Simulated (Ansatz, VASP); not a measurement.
## One calculation of Nb, two programs

The input INCAR:

```
  PREC = Accurate
  ENCUT = 520
  EDIFF = 1E-7
  ISMEAR = 0
  SIGMA = 0.1
  LREAL = F
  LASPH = T
  NELM = 80
  ALGO = Normal
  ISIF = 2
  LWAVE = F
  LCHARG = F
  GGA = PE
  NBANDS = 12
```

Contents of KPOINTS:

```
regular mesh
0
Gamma
  8 8 8
```

File POSCAR:

```
Nb
1.0
   -1.6588161900      1.6588161900      1.6588161900
    1.6588161900     -1.6588161900      1.6588161900
    1.6588161900      1.6588161900     -1.6588161900
Nb
1
Direct
    0.0000000000      0.0000000000      0.0000000000
```

Input for Ansatz:

```yaml
crystal:
  lattice:
    - [-1.65881619, 1.65881619, 1.65881619]
    - [1.65881619, -1.65881619, 1.65881619]
    - [1.65881619, 1.65881619, -1.65881619]
  atoms:
    - { symbol: Nb, position: [0.0, 0.0, 0.0] }
basis:
  ecutwfc: 420
kpoints:
  mp_grid: { grid: [8, 8, 8] }
hamiltonian:
  xc: pbe
  pseudopotentials: { kind: paw, azcp: { folder: soft_1 } }
scf:
  occupations: { method: gaussian, width: 0.1 }
output:
  forces: true
  stress: true
  eigenvalues: true
```

Alike in both runs: task single point; functional PBE; k mesh 8 × 8 × 8; occupations gaussian, width 0.1 eV; no spin polarisation.

|  | VASP | Ansatz |
| --- | --- | --- |
| version | VASP 6.6.1 | Ansatz 0.2.0 |
| potentials or method | VASP PAW PBE potentials, release 64 (Nb_sv), cutoff 520 eV | scalar-relativistic, plane waves, PAW |
| valence electrons in the cell | 13 | 13 |

```csv
,VASP,Ansatz,Ansatz less VASP
gap on the k mesh at the Fermi level (eV),none,none,-
pressure (GPa),-1.1,-0.7,+0.33
```

A gap of «none» marks a metal or a gap that the smearing closes. The functional is the same, so the differences come from potentials, cutoffs and numerics.
